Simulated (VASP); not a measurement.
# Tl (P6_3/mmc) in VASP: a series of runs, part 2 of 2

VASP 6.6.1. Earlier steps stand in the parts before.

### 4 Single point, LDA

The input, INCAR:

```
SYSTEM = Tl
ALGO = Normal ; EDIFF = 1E-6
ENCUT = 520 ; ISIF = 2
ISMEAR = -1 ; LASPH = .True.
LCHARG = .True. ; LELF = .True.
LREAL = .False. ; LVHAR = .True.
LWAVE = .False. ; NBANDS = 20
NELM = 60 ; PREC = Accurate
SIGMA = 0.2
```

The input, KPOINTS:

```
k-points
0
Gamma
  11 11 6
  0 0 0
```

The input, POSCAR:

```
Tl
1.0
    3.4014029632      0.0000000000      0.0000000000
   -1.7007014816      2.9457013746      0.0000000000
    0.0000000000      0.0000000000      5.4430041633
Tl
2
Direct
    0.3333333333      0.6666666667      0.2500000000
    0.6666666667      0.3333333333      0.7500000000
```

Potentials or basis: VASP PAW LDA potentials, release 64 (Tl_d).

Started as:

```
$ cat potpaw_LDA.64/Tl_d/POTCAR > POTCAR
$ mpirun -np 1 vasp_std > vasp.out
```

OUTCAR:

```text
SYSTEM = Tl
   EDIFF = 1E-6
   ENCUT = 520
   ISIF = 2
   ISMEAR = -1
   LASPH = .True.
   LREAL = .False.
   NELM = 60
   PREC = Accurate

 ion  position               nearest neighbor table
   1  0.333  0.667  0.250-   2 3.36   2 3.36   2 3.36   2 3.36   2 3.36   2 3.36
   2  0.667  0.333  0.750-   1 3.36   1 3.36   1 3.36   1 3.36   1 3.36   1 3.36

  LATTYP: Found a hexagonal cell.
 ALAT       =     3.4014029632
 C/A-ratio  =     1.6002232673

  Lattice vectors:

 A1 = (   3.4014029632,   0.0000000000,   0.0000000000)
 A2 = (  -1.7007014816,   2.9457013746,   0.0000000000)
 A3 = (   0.0000000000,   0.0000000000,   5.4430041633)

Analysis of symmetry for initial positions (statically):
=====================================================================
 Subroutine PRICEL returns:
 Original cell was already a primitive cell.

 Routine SETGRP: Setting up the symmetry group for a
 hexagonal supercell.

 Subroutine GETGRP returns: Found 24 space group operations
 (whereof 12 operations were pure point group operations)
 out of a pool of 24 trial point group operations.

The static configuration has the point symmetry D_3d.
 The point group associated with its full space group is D_6h.

Analysis of symmetry for dynamics (positions and initial velocities):
=====================================================================
 Subroutine PRICEL returns:
 Original cell was already a primitive cell.

 Routine SETGRP: Setting up the symmetry group for a
 hexagonal supercell.

 Subroutine GETGRP returns: Found 24 space group operations
 (whereof 12 operations were pure point group operations)
 out of a pool of 24 trial point group operations.

The dynamic configuration has the point symmetry D_3d.
 The point group associated with its full space group is D_6h.

 Subroutine INISYM returns: Found 24 space group operations
 (whereof 12 operations are pure point group operations),
 and found     1 'primitive' translations

----------------------------------------------------------------------------------------

                                     Primitive cell

  volume of cell :      54.5363

  direct lattice vectors                    reciprocal lattice vectors
     3.401402963  0.000000000  0.000000000     0.293996334  0.169738862  0.000000000
    -1.700701482  2.945701375  0.000000000     0.000000000  0.339477725  0.000000000
     0.000000000  0.000000000  5.443004163     0.000000000  0.000000000  0.183722071

  length of vectors
     3.401402963  3.401402963  5.443004163     0.339477725  0.339477725  0.183722071

  position of ions in fractional coordinates (direct lattice)
     0.333333333  0.666666667  0.250000000
     0.666666667  0.333333333  0.750000000

  ion indices of the primitive-cell ions
   primitive index   ion index
                 1           1
                 2           2

----------------------------------------------------------------------------------------

 KPOINTS: k-points

Automatic generation of k-mesh.
 Grid dimensions read from file:
 generate k-points for:   11   11    6

 Generating k-lattice:

  Cartesian coordinates                     Fractional coordinates (reciprocal lattice)
     0.026726939  0.015430806  0.000000000     0.090909091  0.000000000  0.000000000
     0.000000000  0.030861611  0.000000000     0.000000000  0.090909091  0.000000000
     0.000000000  0.000000000  0.030620345     0.000000000  0.000000000  0.166666667

  Length of vectors
     0.030861611  0.030861611  0.030620345

  Shift w.r.t. Gamma in fractional coordinates (k-lattice)
     0.000000000  0.000000000  0.000000000

 Subroutine IBZKPT returns following result:
 ===========================================

 Found     64 irreducible k-points:

 Following reciprocal coordinates:
            Coordinates               Weight
  0.000000  0.000000  0.000000      1.000000
  0.090909 -0.000000  0.000000      6.000000
  0.181818 -0.000000  0.000000      6.000000
  0.272727  0.000000  0.000000      6.000000
  0.363636  0.000000  0.000000      6.000000
  0.454545 -0.000000  0.000000      6.000000
[... 16 lines left out ...]
  0.090909  0.090909  0.166667     12.000000
  0.181818  0.090909  0.166667     24.000000
 [... further k-points ...]
   k-points           NKPTS =     64   k-points in BZ     NKDIM =     64   number of bands    NBANDS=     20
   number of dos      NEDOS =    301   number of ions     NIONS =      2
   total plane-waves  NPLWV =  31360
   dimension x,y,z NGX =    28 NGY =   28 NGZ =   40
   dimension x,y,z NGXF=    56 NGYF=   56 NGZF=   80
   ions per type =               2
   NGX,Y,Z   is equivalent  to a cutoff of  13.69, 13.69, 12.22 a.u.
   NGXF,Y,Z  is equivalent  to a cutoff of  27.37, 27.37, 24.43 a.u.
 SYSTEM =  Tl
   PREC   = accura    normal or accurate (medium, high low for compatibility)
   ISTART =      0    job   : 0-new  1-cont  2-samecut
   ICHARG =      2    charge: 1-file 2-atom 10-const
   ISPIN  =      1    spin polarized calculation?
   LNONCOLLINEAR =      F non collinear calculations
   LSORBIT =      F    spin-orbit coupling
   LASPH  =      T    aspherical Exc in radial PAW
   ENCUT  =  520.0 eV  38.22 Ry    6.18 a.u.   6.32  6.32 10.12*2*pi/ulx,y,z
   NELM   =     60;   NELMIN=  2; NELMDL= -5     # of ELM steps
   EDIFF  = 0.1E-05   stopping-criterion for ELM
   LREAL  =      F    real-space projection
   EDIFFG = 0.1E-04   stopping-criterion for IOM
   NSW    =      0    number of steps for IOM
   IBRION =     -1    ionic relax: 0-MD 1-quasi-New 2-CG
   NFREE  =      0    steps in history (QN), initial steepest desc. (CG)
   ISIF   =      2    stress and relaxation
   ISYM   =      2    0-nonsym 1-usesym 2-fastsym
   POTIM  = 0.5000    time-step for ionic-motion
   TEBEG  =    0.0;   TEEND  =   0.0 temperature during run
   PSTRESS=    0.0 pullay stress
   NELECT =      26.0000    total number of electrons
   NUPDOWN=      -1.0000    fix difference up-down
   EMIN   =  10.00;   EMAX   =-10.00  energy-range for DOS
   EFERMI =   0.00;   METHOD = LEGACY
   ISMEAR =    -1;   SIGMA  =   0.20  broadening in eV -4-tet -1-fermi 0-gaus
   EFERMI_NEDOS =   21; number of points for ismear=-14 and -15
   IALGO  =     38    algorithm
   IMIX   =      4    mixing-type and parameters
     AMIX     =   0.40;   BMIX     =  1.00
     AMIX_MAG =   1.60;   BMIX_MAG =  1.00
  volume/ion in A,a.u.               =      27.27       184.01
  Fermi-wavevector in a.u.,A,eV,Ry     =   1.278903  2.416775 22.253577  1.635592
  Thomas-Fermi vector in A             =   2.411419
   LORBIT       =      0    0 simple, 1 ext, 2 COOP (PROOUT), +10 PAW based schemes
   GGA     = CA    functional components
   LHFCALC =     F    Hartree Fock is set to
   AEXX    =    0.0000 exact exchange contribution
   IVDW    =     0    specifies the selected vdW correction
   LEPSILON=     F    determine dielectric tensor
   LRPA    =     F    only Hartree local field effects (RPA)
 non-spin polarized calculation
  energy-cutoff  :      520.00
  volume of cell :       54.54
 maximum number of plane-waves:      1496
 NGX is ok and might be reduce to    28
   NGX = 13   NGY = 13   NGZ = 21

 number of electron      25.9999999 magnetization

 Free energy of the ion-electron system (eV)
  ---------------------------------------------------
  ext. energy  EPLUGINS =         0.00000000
  ---------------------------------------------------
  free energy    TOTEN  =        -5.93121633 eV

  energy without entropy =       -5.82065898  energy(sigma->0) =       -5.87593766

 E-fermi :   6.7940     XC(G=0): -10.7415

 val. band max:        6.7319550089   @ k =   0.3636   0.0000   0.0000
 cond. band min:       6.7962314441   @ k =   0.3636   0.2727   0.3333
 fundamental gap:      0.0642764353
 Fermi energy:         6.7940186405

 k-point     1 :       0.0000    0.0000    0.0000
  band No.  band energies     occupation
      1      -5.0723      2.00000
      2      -4.7905      2.00000
      3      -4.7663      2.00000
      4      -4.7663      2.00000
      5      -4.7044      2.00000
      6      -4.7044      2.00000
[... 12 lines left out ...]
     19      17.9537      0.00000
     20      18.0458      0.00000

 k-point     2 :       0.0909   -0.0000    0.0000
  band No.  band energies     occupation
      1      -5.0395      2.00000
      2      -4.8277      2.00000
      3      -4.7261      2.00000
      4      -4.7232      2.00000
      5      -4.7062      2.00000
      6      -4.6671      2.00000
[... 498 lines left out ...]
 k-point    24 :       0.1818    0.0909    0.1667
  band No.  band energies     occupation
      1      -4.9852      2.00000
      2      -4.8695      2.00000
      3      -4.8094      2.00000
      4      -4.7348      2.00000
      5      -4.7136      2.00000
      6      -4.5653      2.00000
[... 12 lines left out ...]
     19      17.1978      0.00000
     20      18.0574      0.00000

 [... further k-points ...]
[... 5 lines left out ...]
  --------------------------------------------------------------------------------------
  -------------------------------------------------------------------------------------
  Total        0.0808093      0.0808093      0.0613738      0.0000000      0.0000000     -0.0000000
  in kB        2.3740305      2.3740305      1.8030528      0.0000000      0.0000000     -0.0000000
  external PRESSURE =       2.1837046 kB  Pullay stress =       0.0000000 kB

 VOLUME and BASIS-vectors are now :
 -----------------------------------------------------------------------------
  energy-cutoff  :      520.00
  volume of cell :       54.54
      direct lattice vectors                 reciprocal lattice vectors
     3.401402963  0.000000000  0.000000000     0.293996334  0.169738862  0.000000000
    -1.700701482  2.945701375  0.000000000     0.000000000  0.339477725  0.000000000
     0.000000000  0.000000000  5.443004163     0.000000000  0.000000000  0.183722071

 POSITION                                       TOTAL-FORCE (eV/Angst)
 -----------------------------------------------------------------------------------
     -0.00000      1.96380      1.36075         0.000000     -0.000000      0.000000
      1.70070      0.98190      4.08225        -0.000000      0.000000      0.000000
 -----------------------------------------------------------------------------------
    total drift:                               -0.000000      0.000000      0.000000

  FREE ENERGIE OF THE ION-ELECTRON SYSTEM (eV)
  ---------------------------------------------------
  free  energy   TOTEN  =        -5.9312163329 eV

  energy  without entropy=       -5.8206589799  energy(sigma->0) =       -5.87593766
```

stdout:

```text
POSCAR found type information on POSCAR Tl
 POSCAR found :  1 types and       2 ions
 scaLAPACK will be used
 LDA part: xc-table for (Slater(with rela. corr.)+CA(PZ))
 , standard interpolation
 POSCAR, INCAR and KPOINTS ok, starting setup
 FFT: planning ... GRIDC
 FFT: planning ... GRID_SOFT
 FFT: planning ... GRID
 WAVECAR not read
 entering main loop
```

Wall time 51 s (1 thread of Intel Xeon Platinum 8259CL at 2.50GHz (Skylake/Cascade Lake), shared host); peak memory 0.19 GiB.

What came out:

```yaml
Free_energy: -5.9312 eV
Pressure: 0.2 GPa
Band_gap_on_the_k_mesh: zero (band 13 reaches 10.48 eV, above the bottom of band 14 at 4.51 eV)
```

Levels at points of the mesh, in eV from the Fermi level:
```tsv
k point	band 10	band 11	band 12	band 13	band 14	band 15	band 16	band 17
(0.00, 0.00, 0.00)	-11.04	-10.39	-5.10	-3.05	8.26	8.26	10.45	10.45
(0.00, 0.00, 0.50)	-11.17	-8.88	-8.88	3.50	3.50	9.27	9.27	9.27
```

Caveat: spin-orbit coupling is left out, which moves the levels of the heavy elements.

### 5 Summary

| smearing | gap on the mesh (eV) | pressure (GPa) |
| --- | --- | --- |
| fermi-dirac 0.03 eV | none | 0.0 |
| fermi-dirac 0.1 eV | none | 0.1 |
| fermi-dirac 0.2 eV | none | 0.2 |

Alike in all rows: task single point; level LDA; potentials or basis VASP PAW LDA potentials, release 64 (Tl_d); no spin polarisation; cell as given; k mesh 11 × 11 × 6; cutoff (eV) 520.

Every run on the cell as given and a fine mesh finds a metal.

Caveats: spin-orbit coupling is left out, which moves the levels of the heavy elements.

Total energies depend on the potentials used, so only differences within one code and one set of settings carry meaning.
